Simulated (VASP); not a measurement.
MnAu:

```xyz
2
Lattice="3.2078 0.0000 0.0000 0.0000 3.2078 0.0000 0.0000 0.0000 3.2078" Properties=species:S:1:pos:R:3 pbc="T T T"
Mn    1.6039    1.6039    1.6039
Au    0.0000    0.0000    0.0000
```

Base run:

```yaml
Program: VASP 6.6.1
Functional: PBEsol
Potentials_or_basis: VASP PAW PBE potentials, release 64 (Mn_pv, Au)
Cutoff: 400 eV
k_mesh: 11 × 11 × 11
Occupations: fermi-dirac, width 0.05 eV
Spin: collinear spin, ferromagnetic start
Starting_moments: "[4.0, 0.0] μB"
```

Its results: pressure -6.3 GPa; net moment 4.13 μB per cell; site moments Mn +3.89; Au +0.07 μB.

Q: The run is repeated on the same cell with these changes: cutoff from 400 eV to 500 eV; further incar settings from ALGO = Normal; EDIFF = 1e-08; NBANDS = 23 to ALGO = Normal; EDIFF = 1e-06; NBANDS = 23. What comes out?

A: Pressure -5.9 GPa; net moment 4.13 μB per cell; site moments Mn +3.89; Au +0.07 μB.

Caveats: the PAW data sets were made with another functional, which shifts forces and pressure a little.
